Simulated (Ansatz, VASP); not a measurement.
# H in VASP and in Ansatz

Contents of INCAR:

```
  ALGO = Normal
  EDIFF = 1E-6
  ENCUT = 520
  GGA = PE
  ISIF = 2
  ISMEAR = 0
  LASPH = T
  LCHARG = F
  LREAL = F
  LWAVE = F
  NBANDS = 16
  NELM = 60
  PREC = Accurate
  SIGMA = 0.02
```

The input KPOINTS:

```
k-points
0
Gamma
  3 4 4
```

Contents of POSCAR:

```
H
1.0
    5.9645970000     -0.2289550000     -0.0316040000
   -0.2441690000      5.4385130000      0.1953680000
   -0.0220670000      0.1825520000      5.6383170000
H
10
Direct
    0.5663214820      0.6207512766      0.8004930484
    0.9479832841      0.3667609395      0.6825712874
    0.6497906772      0.8405768754      0.3727754928
    0.2525824742      0.2938598484      0.3080376637
    0.0244762486      0.7703170051      0.9858142003
    0.0639691914      0.8571543086      0.8828769850
    0.3241358630      0.2235999891      0.2327237804
    0.4487352811      0.5889624273      0.8453206914
    0.7225199683      0.9192082064      0.2844508506
    0.8787465129      0.2782871724      0.6094831948
```

Input for Ansatz:

```yaml
crystal:
  lattice:
    - [5.964597, -0.228955, -0.031604]
    - [-0.244169, 5.438513, 0.195368]
    - [-0.022067, 0.182552, 5.638317]
  atoms:
    - { symbol: H, position: [0.566321482, 0.6207512766, 0.8004930484] }
    - { symbol: H, position: [0.9479832841, 0.3667609395, 0.6825712874] }
    - { symbol: H, position: [0.6497906772, 0.8405768754, 0.3727754928] }
    - { symbol: H, position: [0.2525824742, 0.2938598484, 0.3080376637] }
    - { symbol: H, position: [0.0244762486, 0.7703170051, 0.9858142003] }
    - { symbol: H, position: [0.0639691914, 0.8571543086, 0.882876985] }
    - { symbol: H, position: [0.324135863, 0.2235999891, 0.2327237804] }
    - { symbol: H, position: [0.4487352811, 0.5889624273, 0.8453206914] }
    - { symbol: H, position: [0.7225199683, 0.9192082064, 0.2844508506] }
    - { symbol: H, position: [0.8787465129, 0.2782871724, 0.6094831948] }
basis:
  ecutwfc: 420
kpoints:
  mp_grid: { grid: [3, 4, 4] }
hamiltonian:
  xc: pbe
scf:
  occupations: { method: gaussian, width: 0.02 }
  n_extra_bands: 8
output:
  forces: true
  stress: true
  eigenvalues: true
  populations: true
  dos:
    method: { smearing: { sigma: 0.1, scheme: gaussian } }
    projected: true
    de: 0.02
  write_density: true
  write_potential: true
  elf: true
  volumetric_format: npy
```

Alike in both runs: task single point; functional PBE; k mesh 3 × 4 × 4; occupations gaussian, width 0.02 eV; no spin polarisation.

```csv
,VASP,Ansatz
version,VASP 6.6.1,Ansatz 0.2.0
potentials or method,"VASP PAW PBE potentials, release 64 (H), cutoff 520 eV","scalar-relativistic, plane waves, PAW"
valence electrons in the cell,10,10
```

VASP gave:

- gap on the k mesh at the Fermi level (eV): 9.13
- least direct gap on the mesh (eV): 9.18
- rms of the force components (eV/Å): 0.014

Task: Which values does Ansatz return?

Result: gap on the k mesh at the Fermi level (eV): 9.13; least direct gap on the mesh (eV): 9.18; rms of the force components (eV/Å): 0.010.

Atom by atom the forces differ by 0.006 eV/Å (rms over components). Ansatz's warnings: xc potential rough in thin density.
